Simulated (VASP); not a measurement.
# BiP2 (Fm-3m) in VASP: further runs

BiP2 is run at these levels: PBE; tasks: single point.

All numbers are computed with VASP 6.6.1; they aren't measurements. Logs are shortened: lines on timing, memory, paths and dates and some standing lists are left out, and cuts for length are marked.

## Step 1: The cell of the first run

It takes space group Fm-3m (No. 225, cubic). Conventional cell: a = 6.345 Å, b = 6.345 Å, c = 6.345 Å, α = 90.00°, β = 90.00°, γ = 90.00°. Within 3.6 Å of Bi (site symmetry m-3m) lie 8 P at 2.75 Å. Within 3.6 Å of P (site symmetry -43m) lie 4 Bi at 2.75 Å and 6 P at 3.17 Å.

## Step 2: Single point, PBE

File INCAR:

```
PREC = Accurate ; ENCUT = 520
EDIFF = 1E-6 ; ISMEAR = 0
SIGMA = 0.1 ; LREAL = False
LASPH = True ; NELM = 100
ALGO = Normal ; ISIF = 2
LWAVE = False ; LCHARG = False
GGA = PE ; NBANDS = 20
```

File KPOINTS:

```
Automatic mesh
0
Gamma
  6 6 6
```

File POSCAR:

```
BiP2
1.0
    0.0000000000      3.1723363742      3.1723363742
    3.1723363742      0.0000000000      3.1723363742
    3.1723363742      3.1723363742      0.0000000000
Bi P
1 2
Direct
    0.0000000000      0.0000000000      0.0000000000
    0.2500000000      0.2500000000      0.2500000000
    0.7500000000      0.7500000000      0.7500000000
```

Potentials or basis: VASP PAW PBE potentials, release 64 (Bi_d, P).

On the command line:

```sh
$ cat potpaw_PBE.64/Bi_d/POTCAR potpaw_PBE.64/P/POTCAR > POTCAR
$ mpirun -np 1 vasp_std > vasp.out
```

OUTCAR:

```text
PREC = Accurate
   ENCUT = 520
   EDIFF = 1E-6
   ISMEAR = 0
   LREAL = False
   LASPH = True
   NELM = 100
   ISIF = 2
   GGA = PE

 ion  position               nearest neighbor table
   1  0.000  0.000  0.000-   3 2.75   3 2.75   3 2.75   2 2.75   3 2.75   2 2.75   2 2.75   2 2.75

   2  0.250  0.250  0.250-   1 2.75   1 2.75   1 2.75   1 2.75
   3  0.750  0.750  0.750-   1 2.75   1 2.75   1 2.75   1 2.75

  LATTYP: Found a face centered cubic cell.
 ALAT       =     6.3446727484

  Lattice vectors:

 A1 = (   0.0000000000,   3.1723363742,   3.1723363742)
 A2 = (   3.1723363742,   0.0000000000,   3.1723363742)
 A3 = (   3.1723363742,   3.1723363742,   0.0000000000)

Analysis of symmetry for initial positions (statically):
=====================================================================
 Subroutine PRICEL returns:
 Original cell was already a primitive cell.

 Routine SETGRP: Setting up the symmetry group for a
 face centered cubic supercell.

 Subroutine GETGRP returns: Found 48 space group operations
 (whereof 48 operations were pure point group operations)
 out of a pool of 48 trial point group operations.

The static configuration has the point symmetry O_h .

Analysis of symmetry for dynamics (positions and initial velocities):
=====================================================================
 Subroutine PRICEL returns:
 Original cell was already a primitive cell.

 Routine SETGRP: Setting up the symmetry group for a
 face centered cubic supercell.

 Subroutine GETGRP returns: Found 48 space group operations
 (whereof 48 operations were pure point group operations)
 out of a pool of 48 trial point group operations.

The dynamic configuration has the point symmetry O_h .

 Subroutine INISYM returns: Found 48 space group operations
 (whereof 48 operations are pure point group operations),
 and found     1 'primitive' translations

----------------------------------------------------------------------------------------

                                     Primitive cell

  volume of cell :      63.8510

  direct lattice vectors                    reciprocal lattice vectors
     0.000000000  3.172336374  3.172336374    -0.157612542  0.157612542  0.157612542
     3.172336374  0.000000000  3.172336374     0.157612542 -0.157612542  0.157612542
     3.172336374  3.172336374  0.000000000     0.157612542  0.157612542 -0.157612542

  length of vectors
     4.486361125  4.486361125  4.486361125     0.272992931  0.272992931  0.272992931

  position of ions in fractional coordinates (direct lattice)
     0.000000000  0.000000000  0.000000000
     0.250000000  0.250000000  0.250000000
     0.750000000  0.750000000  0.750000000

  ion indices of the primitive-cell ions
   primitive index   ion index
                 1           1
                 2           2
                 3           3

----------------------------------------------------------------------------------------

 KPOINTS: Automatic mesh

Automatic generation of k-mesh.
 Grid dimensions read from file:
 generate k-points for:    6    6    6

 Generating k-lattice:

  Cartesian coordinates                     Fractional coordinates (reciprocal lattice)
    -0.026268757  0.026268757  0.026268757     0.166666667  0.000000000  0.000000000
     0.026268757 -0.026268757  0.026268757     0.000000000  0.166666667  0.000000000
     0.026268757  0.026268757 -0.026268757     0.000000000  0.000000000  0.166666667

  Length of vectors
     0.045498822  0.045498822  0.045498822

  Shift w.r.t. Gamma in fractional coordinates (k-lattice)
     0.000000000  0.000000000  0.000000000

 Subroutine IBZKPT returns following result:
 ===========================================

 Found     16 irreducible k-points:

 Following reciprocal coordinates:
            Coordinates               Weight
  0.000000  0.000000  0.000000      1.000000
  0.166667  0.000000  0.000000      8.000000
  0.333333  0.000000  0.000000      8.000000
  0.500000  0.000000  0.000000      4.000000
  0.166667  0.166667  0.000000      6.000000
  0.333333  0.166667  0.000000     24.000000
[... 8 lines left out ...]
 -0.333333  0.333333  0.166667     24.000000
 -0.333333  0.500000  0.166667     12.000000
   k-points           NKPTS =     16   k-points in BZ     NKDIM =     16   number of bands    NBANDS=     20
   number of dos      NEDOS =    301   number of ions     NIONS =      3
   total plane-waves  NPLWV =  46656
   dimension x,y,z NGX =    36 NGY =   36 NGZ =   36
   dimension x,y,z NGXF=    72 NGYF=   72 NGZF=   72
   ions per type =               1   2
   NGX,Y,Z   is equivalent  to a cutoff of  13.34, 13.34, 13.34 a.u.
   NGXF,Y,Z  is equivalent  to a cutoff of  26.68, 26.68, 26.68 a.u.
 SYSTEM =  unknown system
   PREC   = accura    normal or accurate (medium, high low for compatibility)
   ISTART =      0    job   : 0-new  1-cont  2-samecut
   ICHARG =      2    charge: 1-file 2-atom 10-const
   ISPIN  =      1    spin polarized calculation?
   LNONCOLLINEAR =      F non collinear calculations
   LSORBIT =      F    spin-orbit coupling
   LASPH  =      T    aspherical Exc in radial PAW
   ENCUT  =  520.0 eV  38.22 Ry    6.18 a.u.   8.34  8.34  8.34*2*pi/ulx,y,z
   NELM   =    100;   NELMIN=  2; NELMDL= -5     # of ELM steps
   EDIFF  = 0.1E-05   stopping-criterion for ELM
   LREAL  =      F    real-space projection
   EDIFFG = 0.1E-04   stopping-criterion for IOM
   NSW    =      0    number of steps for IOM
   IBRION =     -1    ionic relax: 0-MD 1-quasi-New 2-CG
   NFREE  =      0    steps in history (QN), initial steepest desc. (CG)
   ISIF   =      2    stress and relaxation
   ISYM   =      2    0-nonsym 1-usesym 2-fastsym
   POTIM  = 0.5000    time-step for ionic-motion
   TEBEG  =    0.0;   TEEND  =   0.0 temperature during run
   PSTRESS=    0.0 pullay stress
   NELECT =      25.0000    total number of electrons
   NUPDOWN=      -1.0000    fix difference up-down
   EMIN   =  10.00;   EMAX   =-10.00  energy-range for DOS
   EFERMI =   0.00;   METHOD = LEGACY
   ISMEAR =     0;   SIGMA  =   0.10  broadening in eV -4-tet -1-fermi 0-gaus
   EFERMI_NEDOS =   21; number of points for ismear=-14 and -15
   IALGO  =     38    algorithm
   IMIX   =      4    mixing-type and parameters
     AMIX     =   0.40;   BMIX     =  1.00
     AMIX_MAG =   1.60;   BMIX_MAG =  1.00
  volume/ion in A,a.u.               =      21.28       143.63
  Fermi-wavevector in a.u.,A,eV,Ry     =   1.197656  2.263243 19.515939  1.434381
  Thomas-Fermi vector in A             =   2.333566
   LORBIT       =      0    0 simple, 1 ext, 2 COOP (PROOUT), +10 PAW based schemes
   GGA     = PE    functional components
   LHFCALC =     F    Hartree Fock is set to
   AEXX    =    0.0000 exact exchange contribution
   IVDW    =     0    specifies the selected vdW correction
   LEPSILON=     F    determine dielectric tensor
   LRPA    =     F    only Hartree local field effects (RPA)
 non-spin polarized calculation
 Gauss-broadening in eV      SIGMA  =   0.10
  energy-cutoff  :      520.00
  volume of cell :       63.85
 maximum number of plane-waves:      1759
 NGX is ok and might be reduce to    36
   NGX = 17   NGY = 17   NGZ = 17

 number of electron      25.0000004 magnetization

 Free energy of the ion-electron system (eV)
  ---------------------------------------------------
  ext. energy  EPLUGINS =         0.00000000
  ---------------------------------------------------
  free energy    TOTEN  =       -11.71207430 eV

  energy without entropy =      -11.68841950  energy(sigma->0) =      -11.70024690

 E-fermi :   7.7385     XC(G=0): -10.3802

 val. band max:        7.7268788936   @ k =   0.3333   0.1667   0.0000
 cond. band min:       7.7469128023   @ k =   0.5000   0.3333   0.1667
 fundamental gap:      0.0200339087
 Fermi energy:         7.7385344469

 k-point     1 :       0.0000    0.0000    0.0000
  band No.  band energies     occupation
      1     -15.3170      2.00000
      2     -15.3170      2.00000
      3     -15.3170      2.00000
      4     -15.2572      2.00000
      5     -15.2572      2.00000
      6      -7.1643      2.00000
[... 12 lines left out ...]
     19      12.7645      0.00000
     20      14.8414      0.00000

 k-point     2 :       0.1667    0.0000    0.0000
  band No.  band energies     occupation
      1     -15.3186      2.00000
      2     -15.3138      2.00000
      3     -15.3138      2.00000
      4     -15.2569      2.00000
      5     -15.2569      2.00000
      6      -6.8892      2.00000
[... 12 lines left out ...]
     19      13.7306      0.00000
     20      15.7617      0.00000

 k-point     3 :       0.3333    0.0000    0.0000
  band No.  band energies     occupation
      1     -15.3220      2.00000
      2     -15.3082      2.00000
      3     -15.3082      2.00000
      4     -15.2556      2.00000
      5     -15.2556      2.00000
      6      -6.1086      2.00000
[... 12 lines left out ...]
     19      15.7274      0.00000
     20      15.7274      0.00000

 k-point     4 :       0.5000    0.0000    0.0000
  band No.  band energies     occupation
      1     -15.3238      2.00000
      2     -15.3058      2.00000
      3     -15.3058      2.00000
      4     -15.2546      2.00000
      5     -15.2546      2.00000
      6      -5.3659      2.00000
[... 12 lines left out ...]
     19      15.2777      0.00000
     20      15.2777      0.00000

 k-point     5 :       0.1667    0.1667    0.0000
  band No.  band energies     occupation
      1     -15.3228      2.00000
      2     -15.3107      2.00000
      3     -15.3107      2.00000
      4     -15.2589      2.00000
      5     -15.2550      2.00000
      6      -6.7959      2.00000
[... 12 lines left out ...]
     19      14.4474      0.00000
     20      16.2109      0.00000
[... 169 lines left out ...]
      6      -4.1846      2.00000
[... 12 lines left out ...]
     19      14.2868      0.00000
     20      16.7587      0.00000

 k-point    14 :       0.5000    0.3333    0.1667
  band No.  band energies     occupation
      1     -15.3249      2.00000
      2     -15.3066      2.00000
      3     -15.2987      2.00000
      4     -15.2598      2.00000
      5     -15.2525      2.00000
      6      -5.4094      2.00000
[... 12 lines left out ...]
     19      15.2703      0.00000
     20      17.1226      0.00000

 k-point    15 :      -0.3333    0.3333    0.1667
  band No.  band energies     occupation
      1     -15.3177      2.00000
      2     -15.3137      2.00000
      3     -15.2956      2.00000
      4     -15.2590      2.00000
      5     -15.2531      2.00000
      6      -4.6616      2.00000
[... 12 lines left out ...]
     19      16.2837      0.00000
     20      17.0785      0.00000

 k-point    16 :      -0.3333    0.5000    0.1667
  band No.  band energies     occupation
      1     -15.3284      2.00000
      2     -15.3042      2.00000
      3     -15.2919      2.00000
      4     -15.2617      2.00000
      5     -15.2511      2.00000
      6      -4.1685      2.00000
[... 12 lines left out ...]
     19      15.8372      0.00000
     20      16.3439      0.00000

------------------------ aborting loop because EDIFF is reached ----------------------------------------

  FORCE on cell =-STRESS in cart. coord.  units (eV):
  Direction    XX          YY          ZZ          XY          YZ          ZX
  --------------------------------------------------------------------------------------
  -------------------------------------------------------------------------------------
  Total        5.8838877      5.8838877      5.8838877     -0.0000000     -0.0000000      0.0000000
  in kB      147.6410984    147.6410984    147.6410984     -0.0000000     -0.0000000      0.0000000
  external PRESSURE =     147.6410984 kB  Pullay stress =       0.0000000 kB

 VOLUME and BASIS-vectors are now :
 -----------------------------------------------------------------------------
  energy-cutoff  :      520.00
  volume of cell :       63.85
      direct lattice vectors                 reciprocal lattice vectors
     0.000000000  3.172336374  3.172336374    -0.157612542  0.157612542  0.157612542
     3.172336374  0.000000000  3.172336374     0.157612542 -0.157612542  0.157612542
     3.172336374  3.172336374  0.000000000     0.157612542  0.157612542 -0.157612542

 POSITION                                       TOTAL-FORCE (eV/Angst)
 -----------------------------------------------------------------------------------
      0.00000      0.00000      0.00000         0.000000     -0.000000      0.000000
      1.58617      1.58617      1.58617        -0.000000     -0.000000     -0.000000
      4.75850      4.75850      4.75850         0.000000      0.000000      0.000000
 -----------------------------------------------------------------------------------
    total drift:                               -0.000000      0.000000      0.000000

  FREE ENERGIE OF THE ION-ELECTRON SYSTEM (eV)
  ---------------------------------------------------
  free  energy   TOTEN  =       -11.7120742961 eV

  energy  without entropy=      -11.6884195012  energy(sigma->0) =      -11.70024690
```

It took 12 s on 1 thread of Intel Xeon 6975P-C (Granite Rapids), shared host; peak memory 0.2 GiB.

What came out:

| Item | Value |
| --- | --- |
| Free energy | -11.7121 eV |
| Pressure | 14.8 GPa |
| Band gap on the k mesh | zero (an odd number of electrons rules out a gap without spin polarisation) |

Levels at points of the mesh, in eV from the Fermi level:
| k point | band 9 | band 10 | band 11 | band 12 | band 13 | band 14 | band 15 | band 16 | band 17 | band 18 |
| --- | --- | --- | --- | --- | --- | --- | --- | --- | --- | --- |
| (0.00, 0.00, 0.00) | -2.67 | -2.67 | -2.67 | -2.16 | -2.16 | -2.16 | 1.72 | 1.72 | 1.72 | 5.03 |
| (0.50, 0.00, 0.00) | -4.05 | -4.05 | -2.43 | -1.84 | -1.84 | 1.65 | 4.02 | 4.02 | 5.93 | 7.07 |
| (0.50, 0.50, 0.00) | -5.71 | -5.71 | -2.25 | 1.47 | 1.47 | 2.03 | 3.61 | 5.42 | 5.42 | 6.15 |

Caveat: the cell stands under pressure; spin-orbit coupling is left out, which moves the levels of the heavy elements; an odd number of electrons without spin polarisation forces a metal; a magnetic or distorted state may lie lower.

## Step 3: Single point, PBE

This run uses another cell than the first one, of 25.40 Å³/atom.

File INCAR:

```
  ALGO = Normal
  EDIFF = 1E-6
  ENCUT = 520
  GGA = PE
  ISIF = 2
  ISMEAR = 0
  LASPH = T
  LCHARG = F
  LREAL = F
  LWAVE = F
  NBANDS = 20
  NELM = 80
  PREC = Accurate
  SIGMA = 0.1
```

File KPOINTS:

```
k-points
0
Gamma
  6 6 6
```

File POSCAR:

```
BiP2
1.0
    0.0000000000      3.3648986570      3.3648986570
    3.3648986570      0.0000000000      3.3648986570
    3.3648986570      3.3648986570      0.0000000000
Bi P
1 2
Direct
    0.0000000000      0.0000000000      0.0000000000
    0.2500000000      0.2500000000      0.2500000000
    0.7500000000      0.7500000000      0.7500000000
```

Potentials or basis: VASP PAW PBE potentials, release 64 (Bi_d, P).

On the command line:

```sh
$ cat potpaw_PBE.64/Bi_d/POTCAR potpaw_PBE.64/P/POTCAR > POTCAR
$ mpirun -np 1 vasp_std > vasp.out
```

OUTCAR:

```text
EDIFF = 1E-6
   ENCUT = 520
   GGA = PE
   ISIF = 2
   ISMEAR = 0
   LASPH = T
   LREAL = F
   NELM = 80
   PREC = Accurate

 ion  position               nearest neighbor table
   1  0.000  0.000  0.000-   3 2.91   3 2.91   3 2.91   2 2.91   3 2.91   2 2.91   2 2.91   2 2.91

   2  0.250  0.250  0.250-   1 2.91   1 2.91   1 2.91   1 2.91
   3  0.750  0.750  0.750-   1 2.91   1 2.91   1 2.91   1 2.91

  LATTYP: Found a face centered cubic cell.
 ALAT       =     6.7297973140

  Lattice vectors:

 A1 = (   0.0000000000,   3.3648986570,   3.3648986570)
 A2 = (   3.3648986570,   0.0000000000,   3.3648986570)
 A3 = (   3.3648986570,   3.3648986570,   0.0000000000)

Analysis of symmetry for initial positions (statically):
=====================================================================
 Subroutine PRICEL returns:
 Original cell was already a primitive cell.

 Routine SETGRP: Setting up the symmetry group for a
 face centered cubic supercell.

 Subroutine GETGRP returns: Found 48 space group operations
[... 154 lines left out ...]
  free energy    TOTEN  =       -12.21264989 eV

  energy without entropy =      -12.18859075  energy(sigma->0) =      -12.20062032

 E-fermi :   5.6127     XC(G=0):  -9.5691

 val. band max:        5.6010600513   @ k =   0.1667   0.0000   0.0000
 cond. band min:       5.6579582322   @ k =  -0.1667   0.1667   0.0000
 fundamental gap:      0.0568981809
 Fermi energy:         5.6127369560

 k-point     1 :       0.0000    0.0000    0.0000
  band No.  band energies     occupation
      1     -17.2220      2.00000
      2     -17.2220      2.00000
      3     -17.2220      2.00000
      4     -17.1999      2.00000
      5     -17.1999      2.00000
      6      -7.8436      2.00000
[... 357 lines left out ...]
     19      13.4912      0.00000
     20      13.9305      0.00000

------------------------ aborting loop because EDIFF is reached ----------------------------------------

  FORCE on cell =-STRESS in cart. coord.  units (eV):
  Direction    XX          YY          ZZ          XY          YZ          ZX
  --------------------------------------------------------------------------------------
  -------------------------------------------------------------------------------------
  Total        0.0367127      0.0367127      0.0367127      0.0000000      0.0000000      0.0000000
  in kB        0.7719346      0.7719346      0.7719346      0.0000000      0.0000000      0.0000000
  external PRESSURE =       0.7719346 kB  Pullay stress =       0.0000000 kB

 VOLUME and BASIS-vectors are now :
 -----------------------------------------------------------------------------
  energy-cutoff  :      520.00
  volume of cell :       76.20
      direct lattice vectors                 reciprocal lattice vectors
     0.000000000  3.364898657  3.364898657    -0.148592885  0.148592885  0.148592885
     3.364898657  0.000000000  3.364898657     0.148592885 -0.148592885  0.148592885
     3.364898657  3.364898657  0.000000000     0.148592885  0.148592885 -0.148592885

 POSITION                                       TOTAL-FORCE (eV/Angst)
 -----------------------------------------------------------------------------------
      0.00000      0.00000      0.00000        -0.000000     -0.000000      0.000000
      1.68245      1.68245      1.68245         0.000000     -0.000000     -0.000000
      5.04735      5.04735      5.04735        -0.000000      0.000000     -0.000000
 -----------------------------------------------------------------------------------
    total drift:                               -0.000000      0.000000      0.000000

  FREE ENERGIE OF THE ION-ELECTRON SYSTEM (eV)
  ---------------------------------------------------
  free  energy   TOTEN  =       -12.2126498910 eV

  energy  without entropy=      -12.1885907527  energy(sigma->0) =      -12.20062032
```

stdout:

```text
POSCAR found type information on POSCAR BiP
 POSCAR found :  2 types and       3 ions
 scaLAPACK will be used
 LDA part: xc-table for (Slater+PW92), standard interpolation
 POSCAR, INCAR and KPOINTS ok, starting setup
 FFT: planning ... GRIDC
 FFT: planning ... GRID_SOFT
 FFT: planning ... GRID
 WAVECAR not read
 entering main loop
```

Wall time 13 s (1 thread of Intel Xeon 6975P-C (Granite Rapids), shared host); peak memory 0.2 GiB.

What came out:

| Item | Value |
| --- | --- |
| Free energy | -12.2126 eV |
| Pressure | 0.1 GPa |
| Band gap on the k mesh | zero (an odd number of electrons rules out a gap without spin polarisation) |

Levels at points of the mesh, in eV from the Fermi level:
| k point | band 9 | band 10 | band 11 | band 12 | band 13 | band 14 | band 15 | band 16 | band 17 | band 18 |
| --- | --- | --- | --- | --- | --- | --- | --- | --- | --- | --- |
| (0.00, 0.00, 0.00) | -2.14 | -2.14 | -2.14 | -1.72 | -1.72 | -1.72 | 1.85 | 1.85 | 1.85 | 5.36 |
| (0.50, 0.00, 0.00) | -3.27 | -3.27 | -2.20 | -1.38 | -1.38 | 1.04 | 3.65 | 3.65 | 5.41 | 6.28 |
| (0.50, 0.50, 0.00) | -4.65 | -4.65 | -1.85 | 1.20 | 1.20 | 1.69 | 2.57 | 4.77 | 4.77 | 6.06 |

Caveat: spin-orbit coupling is left out, which moves the levels of the heavy elements; an odd number of electrons without spin polarisation forces a metal; a magnetic or distorted state may lie lower.

The gap in the log of VASP goes by the Fermi energy; the results here count the filled bands.